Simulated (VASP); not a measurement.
CaZr2N2: relaxation of cell and atoms with PBE

Crystal: CaZr2N2.

```
CELL_PARAMETERS angstrom
3.40103 0.00000 0.00000
0.00000 3.40103 0.00000
0.00000 0.00000 8.74170
ATOMIC_POSITIONS crystal
Ca 0.00000 0.00000 0.50000
Zr 0.50000 0.50000 0.81181
Zr 0.50000 0.50000 0.18819
N 0.00000 0.50000 0.31621
N 0.50000 0.00000 0.68379
```

The cell was generated, and may not be a known phase.

```
Program                : VASP 6.6.1
Task                   : relaxation of cell and atoms
Functional             : PBE
Potentials or basis    : VASP PAW PBE potentials, release 64 (Ca_sv, Zr_sv, N)
Cutoff                 : 600 eV
k mesh                 : 12 × 12 × 4
Occupations            : gaussian, width 0.1 eV
Spin                   : no spin polarisation
Dipole correction      : no
Further INCAR settings : ALGO = Normal; EDIFF = 1e-06; IBRION = 2; EDIFFG = -0.01; NSW = 100; ISIF = 3
```

```json
{
  "Relaxed volume": "20.18 Å³/atom",
  "Relaxed cell": "a = 3.397 Å, b = 3.397 Å, c = 8.743 Å, α = 90.00°, β = 90.00°, γ = 90.00°",
  "Space group after relaxing (to 0.1 Å)": "P-4m2 (No. 115)",
  "Energy gained by relaxing": "0.2 meV/atom",
  "Ionic steps": "6",
  "Pressure after relaxing": "0.0 GPa",
  "Band gap on the k mesh": "zero (bands 22 and 23 overlap by 1.03 eV)"
}
```

Forces in eV/Å, atoms in the order of the input:
```
Ca   0.000  0.000  0.000
Zr   0.000  0.000  0.002
Zr   0.000  0.000 -0.002
N    0.000  0.000 -0.001
N    0.000  0.000  0.001
```

Step by step:
```csv
step,energy change (eV),largest force (eV/Å),pressure (GPa),volume (Å³)
1,0.0000,0.0722,0.11,101.12
2,-0.0002,0.0522,-0.22,101.31
3,-0.0002,0.0395,-0.14,101.26
4,-0.0005,0.0236,-0.09,101.13
5,-0.0007,0.0054,-0.01,100.93
6,-0.0008,0.0021,0.02,100.88
```

Final structure:
```
CELL_PARAMETERS angstrom
3.39675 0.00000 0.00000
0.00000 3.39675 0.00000
0.00000 0.00000 8.74348
ATOMIC_POSITIONS crystal
Ca 0.00000 0.00000 0.50000
Zr 0.50000 0.50000 0.81302
Zr 0.50000 0.50000 0.18698
N 0.00000 0.50000 0.31559
N 0.50000 0.00000 0.68441
```

Levels at points of the mesh, in eV from the Fermi level:
| k point | band 19 | band 20 | band 21 | band 22 | band 23 | band 24 | band 25 | band 26 |
| --- | --- | --- | --- | --- | --- | --- | --- | --- |
| (0.00, 0.00, 0.00) | -3.02 | -2.41 | -2.41 | -1.78 | -0.78 | 1.30 | 1.60 | 2.97 |
| (0.50, 0.00, 0.00) | -2.76 | -2.70 | -1.22 | -1.18 | 0.15 | 1.61 | 1.88 | 2.27 |
| (0.50, 0.50, 0.00) | -2.33 | -2.33 | -0.49 | -0.49 | 1.03 | 1.12 | 1.34 | 1.34 |
| (0.00, 0.00, 0.50) | -2.91 | -2.40 | -2.40 | -1.80 | -0.71 | 1.04 | 1.45 | 2.87 |
| (0.50, 0.00, 0.50) | -2.76 | -2.70 | -1.22 | -1.18 | 0.07 | 1.64 | 1.99 | 2.18 |
| (0.50, 0.50, 0.50) | -2.32 | -2.32 | -0.49 | -0.49 | 1.03 | 1.28 | 1.28 | 1.44 |

It took 7.4 min on 1 thread of Intel(R) Xeon(R) 6975P-C (Granite Rapids) (shared host), peak memory 0.44 GiB.
